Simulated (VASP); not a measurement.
# BaTiO3 (P1) in VASP: single point with PBE

Aim: the single point of BaTiO3 with PBE.

Everything below comes from runs of VASP 6.6.1. Logs are shortened: lines on timing, memory, paths and dates and some standing lists are left out, and cuts for length are marked.

### Step 1. The cell of the first run

The typed cell holds 5 atoms: a = 3.965 Å, b = 3.966 Å, c = 4.180 Å, α = 90.84°, β = 88.90°, γ = 89.99°.

### Step 2. Single point, PBE (atoms moved at random and the cell strained at random)

Contents of INCAR:

```
PREC = Accurate
ENCUT = 520
EDIFF = 1E-6
ISMEAR = 0
SIGMA = 0.05
LREAL = False
LASPH = True
NELM = 80
ALGO = Normal
ISIF = 2
LWAVE = False
LCHARG = False
GGA = PE
NBANDS = 28
```

Contents of KPOINTS:

```
regular mesh
0
Gamma
  8 8 6
```

Contents of POSCAR:

```
BaTiO3
1.0
    3.9651127151      0.0005434174      0.0379416924
    0.0005434174      3.9655730000     -0.0290372450
    0.0400023917     -0.0306143235      4.1801341943
Ba Ti O
1 1 3
Direct
    0.0171647515      0.0212809723      1.0177369995
    0.5290331681      0.5464436339      0.5197507386
    0.4631341706      0.4091835920      0.0511782281
    0.5666204937     -0.0357068476      0.4008785374
   -0.0759525838      0.5587986494      0.5384554964
```

Potentials or basis: VASP PAW PBE potentials, release 64 (Ba_sv, Ti_sv, O).

Started as:

```sh
> cat potpaw_PBE.64/Ba_sv/POTCAR potpaw_PBE.64/Ti_sv/POTCAR potpaw_PBE.64/O/POTCAR > POTCAR
> mpirun -np 1 vasp_std > vasp.out
```

OUTCAR:

```text
PREC = Accurate
   ENCUT = 520
   EDIFF = 1E-6
   ISMEAR = 0
   LREAL = False
   LASPH = True
   NELM = 80
   ISIF = 2
   GGA = PE

 ion  position               nearest neighbor table
   1  0.017  0.021  0.018-   3 2.35   4 2.39   3 2.68   5 2.73   4 2.74   5 2.89   5 2.97   3 3.01
                             5 3.04   4 3.17   3 3.28   4 3.35   2 3.41   2 3.42   2 3.42   2 3.49
   2  0.529  0.546  0.520-   5 1.57   4 1.74   3 2.05   3 2.31   4 2.36   5 2.40   1 3.41   1 3.42
                             1 3.42   1 3.49   1 3.51   1 3.56   1 3.57   1 3.59
   3  0.463  0.409  0.051-   2 2.05   2 2.31   1 2.35   1 2.68   1 3.01   1 3.28
   4  0.567  0.964  0.401-   2 1.74   2 2.36   1 2.39   1 2.74   1 3.17   1 3.35
   5  0.924  0.559  0.538-   2 1.57   2 2.40   1 2.73   1 2.89   1 2.97   1 3.04

  LATTYP: Found a triclinic cell.
 ALAT       =     5.7065944817
 B/A-ratio  =     0.6948617587
 C/A-ratio  =     0.6949292365
 COS(alpha) =     0.0002040021
 COS(beta)  =     0.0108689100
 COS(gamma) =     0.6808439867

  Lattice vectors:

 A1 = (  -3.9251103234,  -0.0311577409,   4.1421925019)
 A2 = (  -3.9651127151,  -0.0005434174,  -0.0379416924)
 A3 = (  -0.0005434174,  -3.9655730000,   0.0290372450)

Analysis of symmetry for initial positions (statically):
=====================================================================
 Subroutine PRICEL returns:
 Original cell was already a primitive cell.

 Routine SETGRP: Setting up the symmetry group for a
 triclinic supercell.

 Subroutine GETGRP returns: Found  1 space group operations
 (whereof  1 operations were pure point group operations)
 out of a pool of  2 trial point group operations.

The static configuration has the point symmetry C_1 .

Analysis of symmetry for dynamics (positions and initial velocities):
=====================================================================
 Subroutine PRICEL returns:
 Original cell was already a primitive cell.

 Routine SETGRP: Setting up the symmetry group for a
 triclinic supercell.

 Subroutine GETGRP returns: Found  1 space group operations
 (whereof  1 operations were pure point group operations)
 out of a pool of  2 trial point group operations.

The dynamic configuration has the point symmetry C_1 .

 Subroutine INISYM returns: Found  1 space group operations
 (whereof  1 operations are pure point group operations),
 and found     1 'primitive' translations

----------------------------------------------------------------------------------------

                                     Primitive cell

  volume of cell :      65.7186

  direct lattice vectors                    reciprocal lattice vectors
     3.965112715  0.000543417  0.037941692     0.252222747 -0.000052240 -0.002414064
     0.000543417  3.965573000 -0.029037245    -0.000052240  0.252183902  0.001847436
     0.040002392 -0.030614323  4.180134194    -0.002289705  0.001752266  0.239261514

  length of vectors
     3.965294278  3.965679346  4.180437694     0.252234305  0.252190674  0.239278886

  position of ions in fractional coordinates (direct lattice)
     0.017164751  0.021280972  0.017737000
     0.529033168  0.546443634  0.519750739
     0.463134171  0.409183592  0.051178228
     0.566620494  0.964293152  0.400878537
     0.924047416  0.558798649  0.538455496

  ion indices of the primitive-cell ions
   primitive index   ion index
                 1           1
                 2           2
                 3           3
                 4           4
                 5           5

----------------------------------------------------------------------------------------

 KPOINTS: regular mesh

Automatic generation of k-mesh.
 Grid dimensions read from file:
 generate k-points for:    8    8    6

 Generating k-lattice:

  Cartesian coordinates                     Fractional coordinates (reciprocal lattice)
     0.031527843 -0.000006530 -0.000301758     0.125000000 -0.000000000  0.000000000
    -0.000006530  0.031522988  0.000230929     0.000000000  0.125000000  0.000000000
    -0.000381618  0.000292044  0.039876919    -0.000000000  0.000000000  0.166666667

  Length of vectors
     0.031529288  0.031523834  0.039879814

  Shift w.r.t. Gamma in fractional coordinates (k-lattice)
     0.000000000  0.000000000  0.000000000

 Subroutine IBZKPT returns following result:
 ===========================================

 Found    196 irreducible k-points:

 Following reciprocal coordinates:
            Coordinates               Weight
  0.000000  0.000000  0.000000      1.000000
  0.125000 -0.000000  0.000000      2.000000
  0.250000 -0.000000  0.000000      2.000000
  0.375000  0.000000  0.000000      2.000000
  0.500000 -0.000000  0.000000      1.000000
 -0.000000  0.125000 -0.000000      2.000000
[... 16 lines left out ...]
  0.125000  0.375000 -0.000000      2.000000
  0.250000  0.375000  0.000000      2.000000
 [... further k-points ...]
   k-points           NKPTS =    196   k-points in BZ     NKDIM =    196   number of bands    NBANDS=     28
   number of dos      NEDOS =    301   number of ions     NIONS =      5
   total plane-waves  NPLWV =  28800
   dimension x,y,z NGX =    30 NGY =   30 NGZ =   32
   dimension x,y,z NGXF=    60 NGYF=   60 NGZF=   64
   ions per type =               1   1   3
   NGX,Y,Z   is equivalent  to a cutoff of  12.58, 12.58, 12.73 a.u.
   NGXF,Y,Z  is equivalent  to a cutoff of  25.16, 25.15, 25.45 a.u.
 SYSTEM =  unknown system
   PREC   = accura    normal or accurate (medium, high low for compatibility)
   ISTART =      0    job   : 0-new  1-cont  2-samecut
   ICHARG =      2    charge: 1-file 2-atom 10-const
   ISPIN  =      1    spin polarized calculation?
   LNONCOLLINEAR =      F non collinear calculations
   LSORBIT =      F    spin-orbit coupling
   LASPH  =      T    aspherical Exc in radial PAW
   ENCUT  =  520.0 eV  38.22 Ry    6.18 a.u.   7.37  7.37  7.77*2*pi/ulx,y,z
   NELM   =     80;   NELMIN=  2; NELMDL= -5     # of ELM steps
   EDIFF  = 0.1E-05   stopping-criterion for ELM
   LREAL  =      F    real-space projection
[... 7 lines left out ...]
   TEBEG  =    0.0;   TEEND  =   0.0 temperature during run
   PSTRESS=    0.0 pullay stress
   NELECT =      40.0000    total number of electrons
   NUPDOWN=      -1.0000    fix difference up-down
   EMIN   =  10.00;   EMAX   =-10.00  energy-range for DOS
   EFERMI =   0.00;   METHOD = LEGACY
   ISMEAR =     0;   SIGMA  =   0.05  broadening in eV -4-tet -1-fermi 0-gaus
   EFERMI_NEDOS =   21; number of points for ismear=-14 and -15
   IALGO  =     38    algorithm
   IMIX   =      4    mixing-type and parameters
     AMIX     =   0.40;   BMIX     =  1.00
     AMIX_MAG =   1.60;   BMIX_MAG =  1.00
  volume/ion in A,a.u.               =      13.14        88.70
  Fermi-wavevector in a.u.,A,eV,Ry     =   1.387390  2.621787 26.189195  1.924852
  Thomas-Fermi vector in A             =   2.511616
   LORBIT       =      0    0 simple, 1 ext, 2 COOP (PROOUT), +10 PAW based schemes
   GGA     = PE    functional components
   LHFCALC =     F    Hartree Fock is set to
   AEXX    =    0.0000 exact exchange contribution
   IVDW    =     0    specifies the selected vdW correction
   LEPSILON=     F    determine dielectric tensor
   LRPA    =     F    only Hartree local field effects (RPA)
 non-spin polarized calculation
 Gauss-broadening in eV      SIGMA  =   0.05
  energy-cutoff  :      520.00
  volume of cell :       65.72
 maximum number of plane-waves:      1799
 NGX is ok and might be reduce to    30
   NGX = 15   NGY = 15   NGZ = 15

 number of electron      40.0000002 magnetization

 Free energy of the ion-electron system (eV)
  ---------------------------------------------------
  ext. energy  EPLUGINS =         0.00000000
  ---------------------------------------------------
  free energy    TOTEN  =       -36.80999368 eV

  energy without entropy =      -36.80999368  energy(sigma->0) =      -36.80999368

 E-fermi :   4.4555     XC(G=0): -10.9950

 val. band max:        4.1319993887   @ k =   0.5000   0.5000   0.5000
 cond. band min:       6.7218285339   @ k =   0.0000  -0.0000   0.5000
 fundamental gap:      2.5898291452
 Fermi energy:         4.4554537988

 k-point     1 :       0.0000    0.0000    0.0000
  band No.  band energies     occupation
      1     -52.1431      2.00000
      2     -29.0788      2.00000
      3     -28.4921      2.00000
      4     -28.2473      2.00000
      5     -21.1357      2.00000
      6     -13.3308      2.00000
[... 20 lines left out ...]
     27       9.8957      0.00000
     28      10.4229      0.00000

 k-point     2 :       0.1250   -0.0000    0.0000
  band No.  band energies     occupation
      1     -52.1429      2.00000
      2     -29.0877      2.00000
      3     -28.4918      2.00000
      4     -28.2468      2.00000
      5     -21.1135      2.00000
      6     -13.2954      2.00000
[... 20 lines left out ...]
     27      10.0386      0.00000
     28      10.7781      0.00000

 k-point     3 :       0.2500   -0.0000    0.0000
  band No.  band energies     occupation
      1     -52.1424      2.00000
      2     -29.1091      2.00000
      3     -28.4908      2.00000
      4     -28.2459      2.00000
      5     -21.0586      2.00000
      6     -13.3099      2.00000
[... 20 lines left out ...]
     27      10.3635      0.00000
     28      11.6039      0.00000

 k-point     4 :       0.3750    0.0000    0.0000
  band No.  band energies     occupation
      1     -52.1419      2.00000
      2     -29.1304      2.00000
      3     -28.4899      2.00000
      4     -28.2449      2.00000
      5     -21.0023      2.00000
      6     -13.4469      2.00000
[... 20 lines left out ...]
     27      10.6663      0.00000
     28      11.7051      0.00000

 k-point     5 :       0.5000   -0.0000    0.0000
  band No.  band energies     occupation
      1     -52.1417      2.00000
      2     -29.1392      2.00000
      3     -28.4895      2.00000
      4     -28.2444      2.00000
      5     -20.9785      2.00000
      6     -13.5180      2.00000
[... 20 lines left out ...]
     27      10.7818      0.00000
     28      11.6609      0.00000

 k-point     6 :      -0.0000    0.1250   -0.0000
  band No.  band energies     occupation
      1     -52.1429      2.00000
      2     -29.0785      2.00000
      3     -28.4994      2.00000
      4     -28.2470      2.00000
      5     -21.1181      2.00000
      6     -13.3450      2.00000
[... 463 lines left out ...]
      5     -21.0567      2.00000
      6     -13.3000      2.00000
[... 20 lines left out ...]
     27      10.8168      0.00000
     28      11.6375      0.00000

 k-point    22 :      -0.0000    0.3750   -0.0000
  band No.  band energies     occupation
      1     -52.1420      2.00000
      2     -29.0770      2.00000
      3     -28.5344      2.00000
      4     -28.2458      2.00000
      5     -21.0308      2.00000
      6     -13.4643      2.00000
[... 20 lines left out ...]
     27      11.4084      0.00000
     28      12.3175      0.00000

 k-point    23 :       0.1250    0.3750   -0.0000
  band No.  band energies     occupation
      1     -52.1418      2.00000
      2     -29.0858      2.00000
      3     -28.5338      2.00000
      4     -28.2454      2.00000
      5     -21.0130      2.00000
      6     -13.4026      2.00000
[... 20 lines left out ...]
     27      11.5112      0.00000
     28      12.5138      0.00000

 k-point    24 :       0.2500    0.3750    0.0000
  band No.  band energies     occupation
      1     -52.1414      2.00000
      2     -29.1068      2.00000
      3     -28.5324      2.00000
      4     -28.2444      2.00000
      5     -20.9709      2.00000
      6     -13.2367      2.00000
[... 20 lines left out ...]
     27      12.0129      0.00000
     28      12.4569      0.00000

 [... further k-points ...]

------------------------ aborting loop because EDIFF is reached ----------------------------------------

  FORCE on cell =-STRESS in cart. coord.  units (eV):
  Direction    XX          YY          ZZ          XY          YZ          ZX
  --------------------------------------------------------------------------------------
  -------------------------------------------------------------------------------------
  Total       20.7554792     11.1631050      1.5710720     -0.1363014     -1.5541363      0.6261318
  in kB      506.0048927    272.1491365     38.3016992     -3.3229386    -37.8888190     15.2646796
  external PRESSURE =     272.1519094 kB  Pullay stress =       0.0000000 kB

 VOLUME and BASIS-vectors are now :
 -----------------------------------------------------------------------------
  energy-cutoff  :      520.00
  volume of cell :       65.72
      direct lattice vectors                 reciprocal lattice vectors
     3.965112715  0.000543417  0.037941692     0.252222747 -0.000052240 -0.002414064
     0.000543417  3.965573000 -0.029037245    -0.000052240  0.252183902  0.001847436
     0.040002392 -0.030614323  4.180134194    -0.002289705  0.001752266  0.239261514

 POSITION                                       TOTAL-FORCE (eV/Angst)
 -----------------------------------------------------------------------------------
      0.06878      0.08386      0.07418        -0.301436     -0.792889     -0.681879
      2.11876      2.15134      2.17683        -7.198288     -2.374184     -1.114524
      1.83865      1.62133      0.21962         0.783116      2.804021     -1.676332
      2.26327      3.81201      1.66922        -2.948004      2.283129      2.415454
      3.68580      2.19997      2.26965         9.664613     -1.920076      1.057280
 -----------------------------------------------------------------------------------
    total drift:                                0.000086     -0.000235     -0.000171

  FREE ENERGIE OF THE ION-ELECTRON SYSTEM (eV)
  ---------------------------------------------------
  free  energy   TOTEN  =       -36.8099936801 eV

  energy  without entropy=      -36.8099936801  energy(sigma->0) =      -36.80999368
```

Wall time 6.3 min (1 thread of Intel Xeon Platinum 8488C (Sapphire Rapids), shared host); peak memory 0.44 GiB.

Results:

```yaml
Free_energy: -36.8100 eV
Pressure: 27.2 GPa
Largest_force: 9.910 eV/Å
Band_gap_on_the_k_mesh: 2.59 eV (least direct gap 3.01 eV)
```

Forces in eV/Å, atoms in the order of the input:
```
Ba  -0.301 -0.793 -0.682
Ti  -7.198 -2.374 -1.115
O    0.783  2.804 -1.676
O   -2.948  2.283  2.415
O    9.665 -1.920  1.057
```

Stress tensor (GPa, compression positive):
```
50.60 -0.33  1.53
-0.33 27.21 -3.79
 1.53 -3.79  3.83
```

Caveat: the cell differs from its parent crystal (atoms moved at random and the cell strained at random); the stress differs along the axes, from 4 to 51 GPa; spin-orbit coupling is left out, which moves the levels of the heavy elements; forces of over 1 eV/Å act on the atoms, so gaps and moduli don't describe the material at rest.
